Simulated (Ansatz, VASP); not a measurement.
# Two plane-wave programs on TiTe2

```xyz
3
Lattice="0.0000 3.5214 3.5214 3.5214 0.0000 3.5214 3.5214 3.5214 0.0000" Properties=species:S:1:pos:R:3 pbc="T T T"
Ti    0.0000    0.0000    0.0000
Te    1.7607    1.7607    1.7607
Te    5.2821    5.2821    5.2821
```

Alike in both runs: task single point; functional PBE; k mesh 10 × 10 × 10; occupations gaussian, width 0.05 eV; no spin polarisation.

|  | VASP | Ansatz |
| --- | --- | --- |
| version | VASP 6.6.1 | Ansatz 0.2.0 |
| potentials or method | VASP PAW PBE potentials, release 64 (Ti_sv, Te), cutoff 520 eV | scalar-relativistic, plane waves, PAW |
| valence electrons in the cell | 24 | 44 |

```tsv
	VASP	Ansatz	Ansatz less VASP
gap on the k mesh at the Fermi level (eV)	none	none	-
pressure (GPa)	-3.6	-3.6	-0.03
```

A gap of «none» marks a metal or a gap that the smearing closes. VASP's potentials hold 24 valence electrons a cell and Ansatz's 44, so a difference there can come from the potentials and not from the codes.

Spin-orbit coupling is off throughout.
